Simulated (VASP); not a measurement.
# GaB in VASP: a series of runs, part 2 of 2

VASP 6.6.1. Earlier steps stand in the parts before.

### 3 Single point, PBE (atoms moved at random)

INCAR

```
ALGO = Normal
EDIFF = 1E-7
ENCUT = 520
GGA = PE
ISIF = 2
ISMEAR = -1
LASPH = T
LCHARG = F
LREAL = F
LWAVE = F
NBANDS = 15
NELM = 80
PREC = Accurate
SIGMA = 0.05
```

KPOINTS

```
k-points
0
Gamma
  10 10 8
```

POSCAR

```
GaB
1.0
    2.7182400000      0.0000000000      0.0000000000
    0.0000000000      2.7182400000      0.0000000000
    0.0000000000      0.0000000000      3.2362100000
Ga B
1 1
Direct
    0.5128990000      0.5043680000      0.4871810000
   -0.0037240000     -0.0097550000     -0.0062070000
```

Potentials or basis: VASP PAW PBE potentials, release 64 (Ga_d, B).

On the command line:

```console
$ cat potpaw_PBE.64/Ga_d/POTCAR potpaw_PBE.64/B/POTCAR > POTCAR
$ mpirun -np 1 vasp_std > vasp.out
```

OUTCAR:

```text
EDIFF = 1E-7
   ENCUT = 520
   GGA = PE
   ISIF = 2
   ISMEAR = -1
   LASPH = T
   LREAL = F
   NELM = 80
   PREC = Accurate

 ion  position               nearest neighbor table
   1  0.513  0.504  0.487-   2 2.45   2 2.48   2 2.50   2 2.50   2 2.52   2 2.53   2 2.54
   2  0.996  0.990  0.994-   1 2.45   1 2.48   1 2.50   1 2.50   1 2.52   1 2.53   1 2.54

  LATTYP: Found a simple tetragonal cell.
 ALAT       =     2.7182400000
 C/A-ratio  =     1.1905534463

  Lattice vectors:

 A1 = (   2.7182400000,   0.0000000000,   0.0000000000)
 A2 = (   0.0000000000,   2.7182400000,   0.0000000000)
 A3 = (   0.0000000000,   0.0000000000,   3.2362100000)

Analysis of symmetry for initial positions (statically):
=====================================================================
 Subroutine PRICEL returns:
 Original cell was already a primitive cell.

 Routine SETGRP: Setting up the symmetry group for a
 simple tetragonal supercell.

 Subroutine GETGRP returns: Found  1 space group operations
 (whereof  1 operations were pure point group operations)
 out of a pool of 16 trial point group operations.

The static configuration has the point symmetry C_1 .

Analysis of symmetry for dynamics (positions and initial velocities):
=====================================================================
 Subroutine PRICEL returns:
 Original cell was already a primitive cell.

 Routine SETGRP: Setting up the symmetry group for a
 simple tetragonal supercell.

 Subroutine GETGRP returns: Found  1 space group operations
 (whereof  1 operations were pure point group operations)
 out of a pool of 16 trial point group operations.

The dynamic configuration has the point symmetry C_1 .

 Subroutine INISYM returns: Found  1 space group operations
 (whereof  1 operations are pure point group operations),
 and found     1 'primitive' translations

----------------------------------------------------------------------------------------

                                     Primitive cell

  volume of cell :      23.9118

  direct lattice vectors                    reciprocal lattice vectors
     2.718240000  0.000000000  0.000000000     0.367885102  0.000000000  0.000000000
     0.000000000  2.718240000  0.000000000     0.000000000  0.367885102  0.000000000
     0.000000000  0.000000000  3.236210000     0.000000000  0.000000000  0.309003433

  length of vectors
     2.718240000  2.718240000  3.236210000     0.367885102  0.367885102  0.309003433

  position of ions in fractional coordinates (direct lattice)
     0.512899000  0.504368000  0.487181000
     0.996276000  0.990245000  0.993793000

  ion indices of the primitive-cell ions
   primitive index   ion index
                 1           1
                 2           2

----------------------------------------------------------------------------------------

 KPOINTS: k-points

Automatic generation of k-mesh.
 Grid dimensions read from file:
 generate k-points for:   10   10    8

 Generating k-lattice:

  Cartesian coordinates                     Fractional coordinates (reciprocal lattice)
     0.036788510  0.000000000  0.000000000     0.100000000  0.000000000  0.000000000
     0.000000000  0.036788510  0.000000000     0.000000000  0.100000000  0.000000000
     0.000000000  0.000000000  0.038625429     0.000000000  0.000000000  0.125000000

  Length of vectors
     0.036788510  0.036788510  0.038625429

  Shift w.r.t. Gamma in fractional coordinates (k-lattice)
     0.000000000  0.000000000  0.000000000

 Subroutine IBZKPT returns following result:
 ===========================================

 Found    404 irreducible k-points:

 Following reciprocal coordinates:
            Coordinates               Weight
  0.000000  0.000000  0.000000      1.000000
  0.100000  0.000000  0.000000      2.000000
  0.000000  0.100000  0.000000      2.000000
  0.200000  0.000000  0.000000      2.000000
  0.000000  0.200000  0.000000      2.000000
  0.300000  0.000000  0.000000      2.000000
[... 16 lines left out ...]
 -0.100000  0.400000  0.000000      2.000000
 -0.400000  0.100000  0.000000      2.000000
 [... further k-points ...]
   k-points           NKPTS =    404   k-points in BZ     NKDIM =    404   number of bands    NBANDS=     15
   number of dos      NEDOS =    301   number of ions     NIONS =      2
   total plane-waves  NPLWV =   9600
   dimension x,y,z NGX =    20 NGY =   20 NGZ =   24
   dimension x,y,z NGXF=    40 NGYF=   40 NGZF=   48
   ions per type =               1   1
   NGX,Y,Z   is equivalent  to a cutoff of  12.23, 12.23, 12.33 a.u.
   NGXF,Y,Z  is equivalent  to a cutoff of  24.46, 24.46, 24.66 a.u.
 SYSTEM =  unknown system
   PREC   = accura    normal or accurate (medium, high low for compatibility)
   ISTART =      0    job   : 0-new  1-cont  2-samecut
   ICHARG =      2    charge: 1-file 2-atom 10-const
   ISPIN  =      1    spin polarized calculation?
   LNONCOLLINEAR =      F non collinear calculations
   LSORBIT =      F    spin-orbit coupling
   LASPH  =      T    aspherical Exc in radial PAW
   ENCUT  =  520.0 eV  38.22 Ry    6.18 a.u.   5.05  5.05  6.02*2*pi/ulx,y,z
   NELM   =     80;   NELMIN=  2; NELMDL= -5     # of ELM steps
   EDIFF  = 0.1E-06   stopping-criterion for ELM
   LREAL  =      F    real-space projection
   EDIFFG = 0.1E-05   stopping-criterion for IOM
   NSW    =      0    number of steps for IOM
   IBRION =     -1    ionic relax: 0-MD 1-quasi-New 2-CG
   NFREE  =      0    steps in history (QN), initial steepest desc. (CG)
   ISIF   =      2    stress and relaxation
   ISYM   =      2    0-nonsym 1-usesym 2-fastsym
   POTIM  = 0.5000    time-step for ionic-motion
   TEBEG  =    0.0;   TEEND  =   0.0 temperature during run
   PSTRESS=    0.0 pullay stress
   NELECT =      16.0000    total number of electrons
   NUPDOWN=      -1.0000    fix difference up-down
   EMIN   =  10.00;   EMAX   =-10.00  energy-range for DOS
   EFERMI =   0.00;   METHOD = LEGACY
   ISMEAR =    -1;   SIGMA  =   0.05  broadening in eV -4-tet -1-fermi 0-gaus
   EFERMI_NEDOS =   21; number of points for ismear=-14 and -15
   IALGO  =     38    algorithm
   IMIX   =      4    mixing-type and parameters
     AMIX     =   0.40;   BMIX     =  1.00
     AMIX_MAG =   1.60;   BMIX_MAG =  1.00
  volume/ion in A,a.u.               =      11.96        80.68
  Fermi-wavevector in a.u.,A,eV,Ry     =   1.431894  2.705886 27.896285  2.050319
  Thomas-Fermi vector in A             =   2.551580
   LORBIT       =      0    0 simple, 1 ext, 2 COOP (PROOUT), +10 PAW based schemes
   GGA     = PE    functional components
   LHFCALC =     F    Hartree Fock is set to
   AEXX    =    0.0000 exact exchange contribution
   IVDW    =     0    specifies the selected vdW correction
   LEPSILON=     F    determine dielectric tensor
   LRPA    =     F    only Hartree local field effects (RPA)
 non-spin polarized calculation
  energy-cutoff  :      520.00
  volume of cell :       23.91
 maximum number of plane-waves:       664
   NGX = 11   NGY = 11   NGZ = 13

 number of electron      15.9999990 magnetization

 Free energy of the ion-electron system (eV)
  ---------------------------------------------------
  ext. energy  EPLUGINS =         0.00000000
  ---------------------------------------------------
  free energy    TOTEN  =        -7.15125569 eV

  energy without entropy =       -7.14587178  energy(sigma->0) =       -7.14856374

 E-fermi :   6.8666     XC(G=0): -11.8992

 val. band max:        6.8370586246   @ k =   0.3000   0.3000   0.5000
 cond. band min:       6.8859089415   @ k =   0.4000   0.4000   0.2500
 fundamental gap:      0.0488503170
 Fermi energy:         6.8665601142

 k-point     1 :       0.0000    0.0000    0.0000
  band No.  band energies     occupation
      1      -8.4172      2.00000
      2      -8.2591      2.00000
      3      -7.9472      2.00000
      4      -7.9466      2.00000
      5      -7.9017      2.00000
      6      -6.4420      2.00000
      7       5.2184      2.00000
      8       8.7861      0.00000
      9       9.5843      0.00000
     10       9.5899      0.00000
     11      16.0169      0.00000
     12      16.4303      0.00000
     13      20.1381      0.00000
     14      21.3201      0.00000
     15      21.3469      0.00000
[... 397 lines left out ...]
 k-point    24 :      -0.4000    0.1000    0.0000
  band No.  band energies     occupation
      1      -8.2504      2.00000
      2      -8.1438      2.00000
      3      -8.0803      2.00000
      4      -8.0252      2.00000
      5      -7.9476      2.00000
      6      -3.1107      2.00000
      7       0.7566      2.00000
      8       8.2350      0.00000
      9      10.3477      0.00000
     10      11.4329      0.00000
     11      13.6610      0.00000
     12      13.8462      0.00000
     13      16.5046      0.00000
     14      20.4087      0.00000
     15      23.6748      0.00000

 [... further k-points ...]
[... 5 lines left out ...]
  --------------------------------------------------------------------------------------
  -------------------------------------------------------------------------------------
  Total        0.0689295      0.0687177     -0.0485780      0.0223246     -0.0097380     -0.0113202
  in kB        4.6185239      4.6043379     -3.2549025      1.4958286     -0.6524793     -0.7584966
  external PRESSURE =       1.9893198 kB  Pullay stress =       0.0000000 kB

 VOLUME and BASIS-vectors are now :
 -----------------------------------------------------------------------------
  energy-cutoff  :      520.00
  volume of cell :       23.91
      direct lattice vectors                 reciprocal lattice vectors
     2.718240000  0.000000000  0.000000000     0.367885102  0.000000000  0.000000000
     0.000000000  2.718240000  0.000000000     0.000000000  0.367885102  0.000000000
     0.000000000  0.000000000  3.236210000     0.000000000  0.000000000  0.309003433

 POSITION                                       TOTAL-FORCE (eV/Angst)
 -----------------------------------------------------------------------------------
      1.39418      1.37099      1.57662         0.022305      0.018632      0.043688
      2.70812      2.69172      3.21612        -0.022305     -0.018632     -0.043688
 -----------------------------------------------------------------------------------
    total drift:                                0.000067     -0.000602     -0.000425

  FREE ENERGIE OF THE ION-ELECTRON SYSTEM (eV)
  ---------------------------------------------------
  free  energy   TOTEN  =        -7.1512556893 eV

  energy  without entropy=       -7.1458717845  energy(sigma->0) =       -7.14856374
```

OSZICAR:

```text
N       E                     dE             d eps       ncg     rms          rms(c)
DAV:   1     0.633508710946E+02    0.63351E+02   -0.77220E+03 12539   0.189E+03
DAV:   2    -0.346451489407E+01   -0.66815E+02   -0.62468E+02 13892   0.306E+02
DAV:   3    -0.733931611809E+01   -0.38748E+01   -0.38461E+01 14094   0.545E+01
DAV:   4    -0.737324115089E+01   -0.33925E-01   -0.33917E-01 14578   0.550E+00
DAV:   5    -0.737356454437E+01   -0.32339E-03   -0.32339E-03 14852   0.534E-01    0.206E+00
DAV:   6    -0.717119358216E+01    0.20237E+00   -0.21125E-01 17932   0.107E+01    0.869E-01
DAV:   7    -0.715461399998E+01    0.16580E-01   -0.26358E-02 17149   0.133E+00    0.402E-01
DAV:   8    -0.715135951575E+01    0.32545E-02   -0.37353E-03 15592   0.858E-01    0.630E-02
DAV:   9    -0.715125506985E+01    0.10445E-03   -0.36719E-04 14984   0.382E-01    0.146E-02
DAV:  10    -0.715125536900E+01   -0.29915E-06   -0.12909E-05 13785   0.405E-02    0.559E-03
DAV:  11    -0.715125577772E+01   -0.40872E-06   -0.12836E-06 15813   0.152E-02    0.650E-04
DAV:  12    -0.715125568925E+01    0.88465E-07   -0.81827E-08 10399   0.393E-03
   1 F= -.71512557E+01 E0= -.71485637E+01  d E =-.538390E-02
```

It took 39 s on 1 thread of AMD EPYC 9R45 (Zen 5), shared host; peak memory 0.22 GiB.

Results:

```yaml
Free_energy: -7.1513 eV
Pressure: 0.2 GPa
Largest_force: 0.052 eV/Å
Band_gap_on_the_k_mesh: zero (band 8 reaches 11.21 eV, above the bottom of band 9 at 2.68 eV)
```

Forces in eV/Å, atoms in the order of the input:
```
Ga   0.022  0.019  0.044
B   -0.022 -0.019 -0.044
```

Stress tensor (GPa, compression positive):
```
 0.46  0.15 -0.08
 0.15  0.46 -0.07
-0.08 -0.07 -0.33
```

Caveat: the cell differs from its parent crystal (atoms moved at random).
